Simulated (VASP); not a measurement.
# P (Fm-3m) in VASP: further runs

Runs on P. Level: PBE. Tasks: single point, relaxation of cell and atoms.

All numbers are computed with VASP 6.6.1; they aren't measurements. Logs are shortened: lines on timing, memory, paths and dates and some standing lists are left out, and cuts for length are marked.

## Step 1: The cell of the first run

The structure is cubic, space group Fm-3m (No. 225). Conventional cell: a = 3.837 Å, b = 3.837 Å, c = 3.837 Å, α = 90.00°, β = 90.00°, γ = 90.00°. Within 3.6 Å of P (site symmetry m-3m) lie 12 P at 2.71 Å.

This isn't the form of P at room conditions, which is orthorhombic.

## Step 2: Single point, PBE

File INCAR:

```
SYSTEM = P
  PREC = Accurate
  ENCUT = 520
  EDIFF = 1E-6
  ISMEAR = -1
  SIGMA = 0.05
  LREAL = .False.
  LASPH = .True.
  NELM = 60
  ALGO = Normal
  ISIF = 2
  LWAVE = .False.
  LCHARG = .True.
  GGA = PE
  LELF = .True.
  LVHAR = .True.
  NBANDS = 8
```

File KPOINTS:

```
regular mesh
0
Gamma
  17 17 17
  0 0 0
```

File POSCAR:

```
P
1.0
    0.0000000000      1.9186689798      1.9186689798
    1.9186689798      0.0000000000      1.9186689798
    1.9186689798      1.9186689798      0.0000000000
P
1
Direct
    0.0000000000      0.0000000000      0.0000000000
```

Potentials or basis: VASP PAW PBE potentials, release 64 (P).

Launch:

```console
> cat potpaw_PBE.64/P/POTCAR > POTCAR
> mpirun -np 1 vasp_std > vasp.out
```

OUTCAR:

```text
SYSTEM = P
   PREC = Accurate
   ENCUT = 520
   EDIFF = 1E-6
   ISMEAR = -1
   LREAL = .False.
   LASPH = .True.
   NELM = 60
   ISIF = 2
   GGA = PE

 ion  position               nearest neighbor table
   1  0.000  0.000  0.000-

  LATTYP: Found a face centered cubic cell.
 ALAT       =     3.8373379596

  Lattice vectors:

 A1 = (   0.0000000000,   1.9186689798,   1.9186689798)
 A2 = (   1.9186689798,   0.0000000000,   1.9186689798)
 A3 = (   1.9186689798,   1.9186689798,   0.0000000000)

Analysis of symmetry for initial positions (statically):
=====================================================================
 Subroutine PRICEL returns:
 Original cell was already a primitive cell.

 Routine SETGRP: Setting up the symmetry group for a
 face centered cubic supercell.

 Subroutine GETGRP returns: Found 48 space group operations
 (whereof 48 operations were pure point group operations)
 out of a pool of 48 trial point group operations.

The static configuration has the point symmetry O_h .

Analysis of symmetry for dynamics (positions and initial velocities):
=====================================================================
 Subroutine PRICEL returns:
 Original cell was already a primitive cell.

 Routine SETGRP: Setting up the symmetry group for a
 face centered cubic supercell.

 Subroutine GETGRP returns: Found 48 space group operations
 (whereof 48 operations were pure point group operations)
 out of a pool of 48 trial point group operations.

The dynamic configuration has the point symmetry O_h .

 Subroutine INISYM returns: Found 48 space group operations
 (whereof 48 operations are pure point group operations),
 and found     1 'primitive' translations

----------------------------------------------------------------------------------------

                                     Primitive cell

  volume of cell :      14.1264

  direct lattice vectors                    reciprocal lattice vectors
     0.000000000  1.918668980  1.918668980    -0.260597323  0.260597323  0.260597323
     1.918668980  0.000000000  1.918668980     0.260597323 -0.260597323  0.260597323
     1.918668980  1.918668980  0.000000000     0.260597323  0.260597323 -0.260597323

  length of vectors
     2.713407693  2.713407693  2.713407693     0.451367804  0.451367804  0.451367804

  position of ions in fractional coordinates (direct lattice)
     0.000000000  0.000000000  0.000000000

  ion indices of the primitive-cell ions
   primitive index   ion index
                 1           1

----------------------------------------------------------------------------------------

 KPOINTS: regular mesh

Automatic generation of k-mesh.
 Grid dimensions read from file:
 generate k-points for:   17   17   17

 Generating k-lattice:

  Cartesian coordinates                     Fractional coordinates (reciprocal lattice)
    -0.015329254  0.015329254  0.015329254     0.058823529  0.000000000  0.000000000
     0.015329254 -0.015329254  0.015329254     0.000000000  0.058823529  0.000000000
     0.015329254  0.015329254 -0.015329254     0.000000000  0.000000000  0.058823529

  Length of vectors
     0.026551047  0.026551047  0.026551047

  Shift w.r.t. Gamma in fractional coordinates (k-lattice)
     0.000000000  0.000000000  0.000000000

 Subroutine IBZKPT returns following result:
 ===========================================

 Found    165 irreducible k-points:

 Following reciprocal coordinates:
            Coordinates               Weight
  0.000000  0.000000  0.000000      1.000000
  0.058824  0.000000  0.000000      8.000000
  0.117647  0.000000  0.000000      8.000000
  0.176471  0.000000  0.000000      8.000000
  0.235294  0.000000  0.000000      8.000000
  0.294118  0.000000  0.000000      8.000000
[... 16 lines left out ...]
 -0.176471  0.058824  0.000000     24.000000
 -0.117647  0.058824  0.000000     24.000000
 [... further k-points ...]
   k-points           NKPTS =    165   k-points in BZ     NKDIM =    165   number of bands    NBANDS=      8
   number of dos      NEDOS =    301   number of ions     NIONS =      1
   total plane-waves  NPLWV =   8000
   dimension x,y,z NGX =    20 NGY =   20 NGZ =   20
   dimension x,y,z NGXF=    40 NGYF=   40 NGZF=   40
   ions per type =               1
   NGX,Y,Z   is equivalent  to a cutoff of  12.25, 12.25, 12.25 a.u.
   NGXF,Y,Z  is equivalent  to a cutoff of  24.51, 24.51, 24.51 a.u.
 SYSTEM =  P
   PREC   = accura    normal or accurate (medium, high low for compatibility)
   ISTART =      0    job   : 0-new  1-cont  2-samecut
   ICHARG =      2    charge: 1-file 2-atom 10-const
   ISPIN  =      1    spin polarized calculation?
   LNONCOLLINEAR =      F non collinear calculations
   LSORBIT =      F    spin-orbit coupling
   LASPH  =      T    aspherical Exc in radial PAW
   ENCUT  =  520.0 eV  38.22 Ry    6.18 a.u.   5.05  5.05  5.05*2*pi/ulx,y,z
   NELM   =     60;   NELMIN=  2; NELMDL= -5     # of ELM steps
   EDIFF  = 0.1E-05   stopping-criterion for ELM
   LREAL  =      F    real-space projection
   EDIFFG = 0.1E-04   stopping-criterion for IOM
   NSW    =      0    number of steps for IOM
   IBRION =     -1    ionic relax: 0-MD 1-quasi-New 2-CG
   NFREE  =      0    steps in history (QN), initial steepest desc. (CG)
   ISIF   =      2    stress and relaxation
   ISYM   =      2    0-nonsym 1-usesym 2-fastsym
   POTIM  = 0.5000    time-step for ionic-motion
   TEBEG  =    0.0;   TEEND  =   0.0 temperature during run
   PSTRESS=    0.0 pullay stress
   NELECT =       5.0000    total number of electrons
   NUPDOWN=      -1.0000    fix difference up-down
   EMIN   =  10.00;   EMAX   =-10.00  energy-range for DOS
   EFERMI =   0.00;   METHOD = LEGACY
   ISMEAR =    -1;   SIGMA  =   0.05  broadening in eV -4-tet -1-fermi 0-gaus
   EFERMI_NEDOS =   21; number of points for ismear=-14 and -15
   IALGO  =     38    algorithm
   IMIX   =      4    mixing-type and parameters
     AMIX     =   0.40;   BMIX     =  1.00
     AMIX_MAG =   1.60;   BMIX_MAG =  1.00
  volume/ion in A,a.u.               =      14.13        95.33
  Fermi-wavevector in a.u.,A,eV,Ry     =   1.158034  2.188368 18.246006  1.341044
  Thomas-Fermi vector in A             =   2.294640
   LORBIT       =      0    0 simple, 1 ext, 2 COOP (PROOUT), +10 PAW based schemes
   GGA     = PE    functional components
   LHFCALC =     F    Hartree Fock is set to
   AEXX    =    0.0000 exact exchange contribution
   IVDW    =     0    specifies the selected vdW correction
   LEPSILON=     F    determine dielectric tensor
   LRPA    =     F    only Hartree local field effects (RPA)
 non-spin polarized calculation
  energy-cutoff  :      520.00
  volume of cell :       14.13
 maximum number of plane-waves:       390
   NGX =  9   NGY =  9   NGZ =  9

 number of electron       4.9999999 magnetization

 Free energy of the ion-electron system (eV)
  ---------------------------------------------------
  ext. energy  EPLUGINS =         0.00000000
  ---------------------------------------------------
  free energy    TOTEN  =        -4.51083679 eV

  energy without entropy =       -4.50526644  energy(sigma->0) =       -4.50805161

 E-fermi :  10.2541     XC(G=0): -11.6137

 val. band max:       10.2133143462   @ k =   0.4706   0.4118   0.0000
 cond. band min:      10.2641569082   @ k =  -0.2941   0.1765   0.0000
 fundamental gap:      0.0508425620
 Fermi energy:        10.2541362358

 k-point     1 :       0.0000    0.0000    0.0000
  band No.  band energies     occupation
      1      -6.4371      2.00000
      2      17.2597      0.00000
      3      17.2597      0.00000
      4      17.2598      0.00000
      5      21.6955      0.00000
      6      21.6955      0.00000
      7      21.6955      0.00000
      8      28.0870      0.00000

 k-point     2 :       0.0588    0.0000    0.0000
  band No.  band energies     occupation
      1      -6.3381      2.00000
      2      16.3872      0.00000
      3      17.1002      0.00000
      4      17.1002      0.00000
      5      21.8098      0.00000
      6      21.9573      0.00000
      7      21.9573      0.00000
      8      27.7097      0.00000

 k-point     3 :       0.1176    0.0000    0.0000
  band No.  band energies     occupation
      1      -6.0416      2.00000
      2      14.4556      0.00000
      3      16.7265      0.00000
      4      16.7265      0.00000
      5      21.8404      0.00000
      6      22.5647      0.00000
      7      22.5647      0.00000
      8      26.9514      0.00000

 k-point     4 :       0.1765    0.0000    0.0000
  band No.  band energies     occupation
      1      -5.5491      2.00000
      2      12.1952      0.00000
      3      16.3015      0.00000
      4      16.3015      0.00000
      5      21.6967      0.00000
      6      23.0246      0.00000
      7      23.0246      0.00000
      8      26.5486      0.00000

 k-point     5 :       0.2353    0.0000    0.0000
  band No.  band energies     occupation
      1      -4.8638      2.00000
      2       9.8945      1.99850
      3      15.9190      0.00000
      4      15.9190      0.00000
      5      21.4974      0.00000
      6      22.7983      0.00000
      7      22.7983      0.00000
      8      27.1418      0.00000
[... 177 lines left out ...]
 k-point    22 :      -0.2353    0.0588    0.0000
  band No.  band energies     occupation
      1      -4.5064      2.00000
      2       9.2135      2.00000
      3      14.5129      0.00000
      4      16.3462      0.00000
      5      21.8578      0.00000
      6      22.2761      0.00000
      7      22.8717      0.00000
      8      26.3737      0.00000

 k-point    23 :      -0.1765    0.0588    0.0000
  band No.  band energies     occupation
      1      -5.2544      2.00000
      2      11.4880      0.00000
      3      14.8598      0.00000
      4      16.7522      0.00000
      5      21.9494      0.00000
      6      22.6585      0.00000
      7      23.4738      0.00000
      8      25.4931      0.00000

 k-point    24 :      -0.1176    0.0588    0.0000
  band No.  band energies     occupation
      1      -5.8113      2.00000
      2      13.7557      0.00000
      3      15.3347      0.00000
      4      17.1012      0.00000
      5      21.9371      0.00000
      6      22.3792      0.00000
      7      23.4267      0.00000
      8      25.7666      0.00000

 [... further k-points ...]

------------------------ aborting loop because EDIFF is reached ----------------------------------------

  FORCE on cell =-STRESS in cart. coord.  units (eV):
  Direction    XX          YY          ZZ          XY          YZ          ZX
  --------------------------------------------------------------------------------------
  -------------------------------------------------------------------------------------
  Total        0.1771204      0.1771204      0.1771204     -0.0000000     -0.0000000      0.0000000
  in kB       20.0885741     20.0885741     20.0885741     -0.0000000     -0.0000000      0.0000000
  external PRESSURE =      20.0885741 kB  Pullay stress =       0.0000000 kB

 VOLUME and BASIS-vectors are now :
 -----------------------------------------------------------------------------
  energy-cutoff  :      520.00
  volume of cell :       14.13
      direct lattice vectors                 reciprocal lattice vectors
     0.000000000  1.918668980  1.918668980    -0.260597323  0.260597323  0.260597323
     1.918668980  0.000000000  1.918668980     0.260597323 -0.260597323  0.260597323
     1.918668980  1.918668980  0.000000000     0.260597323  0.260597323 -0.260597323

 POSITION                                       TOTAL-FORCE (eV/Angst)
 -----------------------------------------------------------------------------------
      0.00000      0.00000      0.00000         0.000000      0.000000      0.000000
 -----------------------------------------------------------------------------------
    total drift:                                0.000000      0.000000     -0.000000

  FREE ENERGIE OF THE ION-ELECTRON SYSTEM (eV)
  ---------------------------------------------------
  free  energy   TOTEN  =        -4.5108367913 eV

  energy  without entropy=       -4.5052664381  energy(sigma->0) =       -4.50805161
```

Run time: 6 s. Hardware: 1 thread of AMD EPYC 9R45 (Zen 5), shared host; peak memory 0.1 GiB.

What came out:

* Free energy: -4.5108 eV
* Pressure: 2.0 GPa
* Band gap on the k mesh: zero (an odd number of electrons rules out a gap without spin polarisation)

Levels at points of the mesh, in eV from the Fermi level:
```tsv
k point	band 1	band 2	band 3	band 4	band 5	band 6
(0.00, 0.00, 0.00)	-16.69	7.01	7.01	7.01	11.44	11.44
```

## Step 3: Single point, PBE

File INCAR:

```
SYSTEM = P
PREC = Accurate
ENCUT = 520
EDIFF = 1E-6
ISMEAR = -1
SIGMA = 0.05
LREAL = .False.
LASPH = .True.
NELM = 60
ALGO = Normal
ISIF = 2
LWAVE = .False.
LCHARG = .False.
GGA = PE
NBANDS = 8
```

KPOINTS is that of step 2.

File POSCAR:

```
P
1.0
    0.0000000000      1.9189957253      1.9189957253
    1.9189957253      0.0000000000      1.9189957253
    1.9189957253      1.9189957253      0.0000000000
P
1
Direct
    0.0000000000      0.0000000000      0.0000000000
```

Potentials or basis: VASP PAW PBE potentials, release 64 (P).

Launch:

```console
> cat potpaw_PBE.64/P/POTCAR > POTCAR
> mpirun -np 1 vasp_std > vasp.out
```

Run time: 5.8 s. Hardware: 1 thread of AMD EPYC 9R45 (Zen 5), shared host; peak memory 0.1 GiB.

It converged, with:

```
Free energy            : -4.5109 eV
Pressure               : 2.0 GPa
Band gap on the k mesh : zero (an odd number of electrons rules out a gap without spin polarisation)
```

Levels at points of the mesh, in eV from the Fermi level:
```tsv
k point	band 1	band 2	band 3	band 4	band 5	band 6
(0.00, 0.00, 0.00)	-16.69	7.00	7.00	7.00	11.44	11.44
```

## Step 4: Relaxation of cell and atoms, PBE, target pressure 2.2 GPa, at which the enthalpy is minimised

File INCAR:

```
SYSTEM = P
PREC     = Accurate       ! precision mode
ENCUT    = 600            ! plane-wave cutoff, eV
EDIFF    = 1E-6           ! SCF threshold, eV
ISMEAR   = -1             ! smearing method
SIGMA    = 0.05           ! smearing width, eV
LREAL    = .False.        ! projectors in reciprocal space
LASPH    = .True.         ! aspherical terms in the spheres
NELM     = 80             ! most SCF steps
ALGO     = Normal         ! electronic algorithm
ISIF     = 3              ! what is computed and relaxed
LWAVE    = .False.        ! write WAVECAR
LCHARG   = .False.        ! write CHGCAR
GGA      = PE             ! functional
IBRION   = 2              ! ionic algorithm
NSW      = 60             ! ionic steps
EDIFFG   = -0.005         ! ionic threshold
PSTRESS  = 22.0
```

File KPOINTS:

```
Automatic mesh
0
Gamma
  17 17 17
  0 0 0
```

File POSCAR:

```
P
1.0
    0.0000000000      1.9184950389      1.9184950389
    1.9184950389      0.0000000000      1.9184950389
    1.9184950389      1.9184950389      0.0000000000
P
1
Direct
    0.0000000000      0.0000000000      0.0000000000
```

Launch:

```console
> cat potpaw_PBE.64/P/POTCAR > POTCAR
> mpirun -np 1 vasp_std > vasp.out
```

It took 8.6 s on 1 thread of AMD EPYC 9R45 (Zen 5), shared host; peak memory 0.11 GiB.

Results (log left out):

| Item | Value |
| --- | --- |
| Free energy | -4.5105 eV |
| Relaxed volume | 14.10 Å³/atom |
| Relaxed cell | a = 2.711 Å, b = 2.711 Å, c = 2.711 Å, α = 60.00°, β = 60.00°, γ = 60.00° |
| Space group after relaxing (to 0.1 Å) | Fm-3m (No. 225) |
| Energy change on relaxing (the run minimises the enthalpy) | +0.4 meV/atom |
| Ionic steps | 2 |
| Pressure after relaxing | 2.2 GPa |
| Band gap on the k mesh | zero (an odd number of electrons rules out a gap without spin polarisation) |

The path:
```csv
step,energy change (eV),largest force (eV/Å),pressure (GPa),volume (Å³)
1,0.0000,0.0000,2.05,14.12
2,0.0004,0.0000,2.24,14.10
```

Final structure:
```xyz
1
Lattice="0.0000 1.9173 1.9173 1.9173 0.0000 1.9173 1.9173 1.9173 0.0000" Properties=species:S:1:pos:R:3 pbc="T T T"
P     1.9173    3.8345    1.9173
```

Levels at points of the mesh, in eV from the Fermi level:
| k point | band 1 | band 2 | band 3 | band 4 | band 5 | band 6 |
| --- | --- | --- | --- | --- | --- | --- |
| (0.00, 0.00, 0.00) | -16.71 | 7.03 | 7.03 | 7.03 | 11.45 | 11.45 |

Caveat: the cell is relaxed towards a set pressure, so the run minimises the enthalpy, not the energy.

## Step 5: Summary

```tsv
task	cell	cutoff (eV)	gap on the mesh (eV)	pressure (GPa)
single point	a = 2.713 Å, angles 60.0°, 1 atom	520	none	2.0
single point	a = 2.714 Å, angles 60.0°, 1 atom	520	none	2.0
relaxation of cell and atoms	relaxed to 2.2 GPa from a = 2.713 Å, angles 60.0°, 1 atom	600	none	2.2
```

Alike in all rows: level PBE; potentials or basis VASP PAW PBE potentials, release 64 (P); no spin polarisation; k mesh 17 × 17 × 17; smearing fermi-dirac 0.05 eV.

Caveats: the cell is relaxed towards a set pressure, so the run minimises the enthalpy, not the energy (at least some runs).

Absolute energies hang on the potentials; compare differences alone.

The gap in the log of VASP goes by the Fermi energy; the results here count the filled bands.